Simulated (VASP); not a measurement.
Runs of VASP 6.6.1 on Be3TeSe2. The structure is that of space group P-4m2 (No. 115), or close to it. The cells are those of the table. 

```tsv
task	cell	k mesh	cutoff (eV)	smearing	gap on the mesh (eV)	pressure (GPa)	largest force (eV/Å)
single point	a = 3.785, b = 3.785, c = 15.979 Å, 12 atoms	4 × 4 × 1	520	gaussian 0.1 eV	1.96	0.3	-
single point	a = 3.800, b = 3.800, c = 15.886 Å, 12 atoms	4 × 4 × 1	520	gaussian 0.1 eV	1.96	0.2	(b)
relaxation of cell and atoms	relaxed from a = 3.700, b = 3.700, c = 15.700 Å, 12 atoms	3 × 3 × 1	600	gaussian 0.15 eV	(a)	-0.1	0.07
single point	a = 3.822, b = 3.822, c = 15.687 Å, 12 atoms	3 × 3 × 1	520	gaussian 0.15 eV	1.95	0.6	0.08
```

Alike in all rows: level PBE; potentials or basis VASP PAW PBE potentials, release 64 (Be, Te, Se); no spin polarisation.

Estimate the missing entries.

(a) 1.94; (b) 0.01.

Caveats: some runs use coarse meshes; spin-orbit coupling is left out, which moves the levels of the heavy elements; the relaxation stopped at a loose force limit of 0.08 eV/Å, so its end isn't a converged minimum (some runs).

A k mesh can miss the band edges, and the runs leave out spin-orbit coupling on Se, Te.
